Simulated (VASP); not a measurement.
# LiH2 (P6/mmm) in VASP: relaxation of cell and atoms with PBE

Aim: the relaxation of cell and atoms of LiH2 with PBE.

Everything below comes from runs of VASP 6.6.1. Logs are shortened: lines on timing, memory, paths and dates and some standing lists are left out, and cuts for length are marked.

**1. The cell of the first run**

The structure is hexagonal, space group P6/mmm (No. 191). The conventional cell has a = 2.897 Å, b = 2.897 Å, c = 3.128 Å, α = 90.00°, β = 90.00°, γ = 120.00°. Li (site symmetry 6/mmm) has 12 H at 2.29 Å and 6 Li at 2.90 Å within 3.0 Å. Within 2.2 Å of H (site symmetry -6m2) lie 3 H at 1.67 Å.

**2. Relaxation of cell and atoms, PBE**

INCAR reads:

```
ALGO = Normal
EDIFF = 1E-7
EDIFFG = -0.04
ENCUT = 1230
GGA = PE
GGA_COMPAT = F
IBRION = 2
ISIF = 3
ISMEAR = 0
LASPH = T
LCHARG = F
LREAL = F
LWAVE = F
NELM = 120
NELMIN = 4
NSW = 90
PREC = Accurate
SIGMA = 0.1
```

KPOINTS reads:

```
k-points
0
Gamma
  6 6 6
```

POSCAR reads:

```
LiH2
1.0
    2.8974336710      0.0000000000      0.0000000000
   -1.4487168355      2.5092511649      0.0000000000
    0.0000000000      0.0000000000      3.1284582827
Li H
1 2
Direct
    0.0000000000      0.0000000000      0.0000000000
    0.3333333333      0.6666666667      0.5000000000
    0.6666666667      0.3333333333      0.5000000000
```

Potentials or basis: VASP PAW PBE potentials, release 64 (Li_sv, H_h).

On the command line:

```bash
> cat potpaw_PBE.64/Li_sv/POTCAR potpaw_PBE.64/H_h/POTCAR > POTCAR
> mpirun -np 1 vasp_std > vasp.out
```

OUTCAR:

```text
EDIFF = 1E-7
   EDIFFG = -0.04
   ENCUT = 1230
   GGA = PE
   IBRION = 2
   ISIF = 3
   ISMEAR = 0
   LASPH = T
   LREAL = F
   NELM = 120
   NELMIN = 4
   NSW = 90
   PREC = Accurate

 ion  position               nearest neighbor table
   1  0.000  0.000  0.000-
   2  0.333  0.667  0.500-
   3  0.667  0.333  0.500-

  LATTYP: Found a hexagonal cell.
 ALAT       =     2.8974336710
 C/A-ratio  =     1.0797342193

  Lattice vectors:

 A1 = (   2.8974336710,   0.0000000000,   0.0000000000)
 A2 = (  -1.4487168355,   2.5092511649,   0.0000000000)
 A3 = (   0.0000000000,   0.0000000000,   3.1284582827)

Analysis of symmetry for initial positions (statically):
=====================================================================
 Subroutine PRICEL returns:
 Original cell was already a primitive cell.

 Routine SETGRP: Setting up the symmetry group for a
 hexagonal supercell.

 Subroutine GETGRP returns: Found 24 space group operations
 (whereof 24 operations were pure point group operations)
 out of a pool of 24 trial point group operations.

The static configuration has the point symmetry D_6h.

Analysis of symmetry for dynamics (positions and initial velocities):
=====================================================================
 Subroutine PRICEL returns:
 Original cell was already a primitive cell.

 Routine SETGRP: Setting up the symmetry group for a
 hexagonal supercell.

 Subroutine GETGRP returns: Found 24 space group operations
 (whereof 24 operations were pure point group operations)
 out of a pool of 24 trial point group operations.

The dynamic configuration has the point symmetry D_6h.

 Subroutine INISYM returns: Found 24 space group operations
 (whereof 24 operations are pure point group operations),
 and found     1 'primitive' translations

----------------------------------------------------------------------------------------

                                     Primitive cell

  volume of cell :      22.7451

  direct lattice vectors                    reciprocal lattice vectors
     2.897433671  0.000000000  0.000000000     0.345133009  0.199262635  0.000000000
    -1.448716835  2.509251165  0.000000000     0.000000000  0.398525271  0.000000000
     0.000000000  0.000000000  3.128458283     0.000000000  0.000000000  0.319646263

  length of vectors
     2.897433671  2.897433671  3.128458283     0.398525271  0.398525271  0.319646263

  position of ions in fractional coordinates (direct lattice)
     0.000000000  0.000000000  0.000000000
     0.333333333  0.666666667  0.500000000
     0.666666667  0.333333333  0.500000000

  ion indices of the primitive-cell ions
   primitive index   ion index
                 1           1
                 2           2
                 3           3

----------------------------------------------------------------------------------------

 KPOINTS: k-points

Automatic generation of k-mesh.
 Grid dimensions read from file:
 generate k-points for:    6    6    6

 Generating k-lattice:

  Cartesian coordinates                     Fractional coordinates (reciprocal lattice)
     0.057522168  0.033210439  0.000000000     0.166666667  0.000000000  0.000000000
     0.000000000  0.066420878  0.000000000     0.000000000  0.166666667  0.000000000
     0.000000000  0.000000000  0.053274377     0.000000000  0.000000000  0.166666667

  Length of vectors
     0.066420878  0.066420878  0.053274377

  Shift w.r.t. Gamma in fractional coordinates (k-lattice)
     0.000000000  0.000000000  0.000000000

 Subroutine IBZKPT returns following result:
 ===========================================

 Found     28 irreducible k-points:

 Following reciprocal coordinates:
            Coordinates               Weight
  0.000000  0.000000  0.000000      1.000000
  0.166667  0.000000  0.000000      6.000000
  0.333333  0.000000  0.000000      6.000000
  0.500000  0.000000  0.000000      3.000000
  0.166667  0.166667  0.000000      6.000000
  0.333333  0.166667  0.000000     12.000000
[... 16 lines left out ...]
  0.166667  0.000000  0.500000      6.000000
  0.333333  0.000000  0.500000      6.000000
 [... further k-points ...]
   k-points           NKPTS =     28   k-points in BZ     NKDIM =     28   number of bands    NBANDS=      6
   number of dos      NEDOS =    301   number of ions     NIONS =      3
   total plane-waves  NPLWV =  46656
   dimension x,y,z NGX =    36 NGY =   36 NGZ =   36
   dimension x,y,z NGXF=    72 NGYF=   72 NGZF=   72
   ions per type =               1   2
   NGX,Y,Z   is equivalent  to a cutoff of  20.66, 20.66, 19.13 a.u.
   NGXF,Y,Z  is equivalent  to a cutoff of  41.31, 41.31, 38.26 a.u.
 SYSTEM =  unknown system
   PREC   = accura    normal or accurate (medium, high low for compatibility)
   ISTART =      0    job   : 0-new  1-cont  2-samecut
   ICHARG =      2    charge: 1-file 2-atom 10-const
   ISPIN  =      1    spin polarized calculation?
   LNONCOLLINEAR =      F non collinear calculations
   LSORBIT =      F    spin-orbit coupling
   LASPH  =      T    aspherical Exc in radial PAW
   ENCUT  = 1230.0 eV  90.40 Ry    9.51 a.u.   8.29  8.29  8.95*2*pi/ulx,y,z
   NELM   =    120;   NELMIN=  4; NELMDL= -5     # of ELM steps
   EDIFF  = 0.1E-06   stopping-criterion for ELM
   LREAL  =      F    real-space projection
   EDIFFG = -.4E-01   stopping-criterion for IOM
   NSW    =     90    number of steps for IOM
   IBRION =      2    ionic relax: 0-MD 1-quasi-New 2-CG
   NFREE  =      1    steps in history (QN), initial steepest desc. (CG)
   ISIF   =      3    stress and relaxation
   ISYM   =      2    0-nonsym 1-usesym 2-fastsym
   POTIM  = 0.5000    time-step for ionic-motion
   TEBEG  =    0.0;   TEEND  =   0.0 temperature during run
   PSTRESS=    0.0 pullay stress
   NELECT =       5.0000    total number of electrons
   NUPDOWN=      -1.0000    fix difference up-down
   EMIN   =  10.00;   EMAX   =-10.00  energy-range for DOS
   EFERMI =   0.00;   METHOD = LEGACY
   ISMEAR =     0;   SIGMA  =   0.10  broadening in eV -4-tet -1-fermi 0-gaus
   EFERMI_NEDOS =   21; number of points for ismear=-14 and -15
   IALGO  =     38    algorithm
   IMIX   =      4    mixing-type and parameters
     AMIX     =   0.40;   BMIX     =  1.00
     AMIX_MAG =   1.60;   BMIX_MAG =  1.00
  volume/ion in A,a.u.               =       7.58        51.16
  Fermi-wavevector in a.u.,A,eV,Ry     =   0.988027  1.867100 13.281972  0.976197
  Thomas-Fermi vector in A             =   2.119524
   LORBIT       =      0    0 simple, 1 ext, 2 COOP (PROOUT), +10 PAW based schemes
   GGA     = PE    functional components
   LHFCALC =     F    Hartree Fock is set to
   AEXX    =    0.0000 exact exchange contribution
   IVDW    =     0    specifies the selected vdW correction
   LEPSILON=     F    determine dielectric tensor
   LRPA    =     F    only Hartree local field effects (RPA)
 conjugate gradient relaxation of ions
 non-spin polarized calculation
 Gauss-broadening in eV      SIGMA  =   0.10
  energy-cutoff  :     1230.00
  volume of cell :       22.75
 maximum number of plane-waves:      2256
 NGX is ok and might be reduce to    36
   NGX = 17   NGY = 17   NGZ = 17

--------------------------------------- Ionic step        1  -------------------------------------------

 number of electron       5.0000001 magnetization

 Free energy of the ion-electron system (eV)
  ---------------------------------------------------
  ext. energy  EPLUGINS =         0.00000000
  ---------------------------------------------------
  free energy    TOTEN  =        -7.69643011 eV

  energy without entropy =       -7.69512960  energy(sigma->0) =       -7.69577985

------------------------ aborting loop because EDIFF is reached ----------------------------------------

  FORCE on cell =-STRESS in cart. coord.  units (eV):
  Direction    XX          YY          ZZ          XY          YZ          ZX
  --------------------------------------------------------------------------------------
  -------------------------------------------------------------------------------------
  Total        0.2268031      0.2268031     -2.7710597      0.0000000      0.0000000      0.0000000
  in kB       15.9761300     15.9761300   -195.1948984      0.0000000      0.0000000      0.0000000
  external PRESSURE =     -54.4142128 kB  Pullay stress =       0.0000000 kB
[... 22 lines left out ...]
  energy  without entropy=       -7.6951295959  energy(sigma->0) =       -7.69577985

--------------------------------------- Ionic step        2  -------------------------------------------

 number of electron       5.0000001 magnetization

 E-fermi :   1.9080     XC(G=0):  -8.5276

 val. band max:        1.8953330570   @ k =   0.1667   0.0000   0.5000
 cond. band min:       1.9529962917   @ k =   0.3333   0.0000   0.0000
 fundamental gap:      0.0576632347
 Fermi energy:         1.9079951468

 k-point     1 :       0.0000    0.0000    0.0000
  band No.  band energies     occupation
      1     -45.1464      2.00000
      2      -7.3946      2.00000
      3       8.1403      0.00000
      4       9.2373      0.00000
      5      10.2095      0.00000
      6      14.8638      0.00000

 k-point     2 :       0.1667    0.0000    0.0000
  band No.  band energies     occupation
      1     -45.1409      2.00000
      2      -6.8767      2.00000
      3       5.9495      0.00000
      4       9.8758      0.00000
      5      10.3296      0.00000
      6      12.3806      0.00000
[... 306 lines left out ...]
  energy  without entropy=       -8.0502854055  energy(sigma->0) =       -8.05028709

--------------------------------------- Ionic step        5  -------------------------------------------

 number of electron       4.9999999 magnetization

 Free energy of the ion-electron system (eV)
  ---------------------------------------------------
  ext. energy  EPLUGINS =         0.00000000
  ---------------------------------------------------
  free energy    TOTEN  =        -8.05693561 eV

  energy without entropy =       -8.05687977  energy(sigma->0) =       -8.05690769

 E-fermi :   2.1807     XC(G=0):  -9.1234

 val. band max:        1.9634547849   @ k =   0.3333   0.0000   0.1667
 cond. band min:       2.3980041495   @ k =   0.3333   0.1667   0.5000
 fundamental gap:      0.4345493646
 Fermi energy:         2.1807294164

 k-point     1 :       0.0000    0.0000    0.0000
  band No.  band energies     occupation
      1     -44.1090      2.00000
      2      -7.3971      2.00000
      3       7.4799      0.00000
      4      14.0643      0.00000
      5      14.0643      0.00000
      6      16.2982      0.00000

 k-point     2 :       0.1667    0.0000    0.0000
  band No.  band energies     occupation
      1     -44.1034      2.00000
      2      -6.9394      2.00000
      3       5.3125      0.00000
      4      11.8570      0.00000
      5      11.9065      0.00000
      6      16.6400      0.00000
[... 228 lines left out ...]
  FREE ENERGIE OF THE ION-ELECTRON SYSTEM (eV)
  ---------------------------------------------------
  free  energy   TOTEN  =        -8.0569356089 eV

  energy  without entropy=       -8.0568797677  energy(sigma->0) =       -8.05690769

 reached required accuracy - stopping structural energy minimisation
```

Run time: 21 s. Hardware: 1 thread of Intel Xeon 6975P-C (Granite Rapids), shared host; peak memory 0.2 GiB.

What came out:

```
Free energy                           : -8.0569 eV
Relaxed volume                        : 6.17 Å³/atom
Relaxed cell                          : a = 2.948 Å, b = 2.948 Å, c = 2.460 Å, α = 90.00°, β = 90.00°, γ = 120.00°
Space group after relaxing (to 0.1 Å) : P6/mmm (No. 191)
Energy gained by relaxing             : 120.2 meV/atom
Ionic steps                           : 5
Pressure after relaxing               : -1.0 GPa
Band gap on the k mesh                : zero (an odd number of electrons rules out a gap without spin polarisation)
```

The path:
```tsv
step	energy change (eV)	largest force (eV/Å)	pressure (GPa)	volume (Å³)
1	0.0000	0.0000	-5.44	22.75
2	-0.1130	0.0000	-4.86	21.89
3	-0.3412	0.0000	-2.10	19.24
4	-0.3539	0.0000	0.05	17.99
5	-0.3605	0.0000	-1.01	18.52
```

Final structure:
```xyz
3
Lattice="2.9481 0.0000 0.0000 -1.4740 2.5531 0.0000 0.0000 0.0000 2.4602" Properties=species:S:1:pos:R:3 pbc="T T T"
Li    0.0000    0.0000    0.0000
H     0.0000    1.7021    1.2301
H     1.4740    0.8510    1.2301
```

Caveat: the k points lie up to 0.43 Å⁻¹ apart in the final cell, too coarse for converged energies and pressures of a metal; the volume moved by over 15 % at a fixed basis, so the end points are rough.

The gap in the log of VASP goes by the Fermi energy; the results here count the filled bands.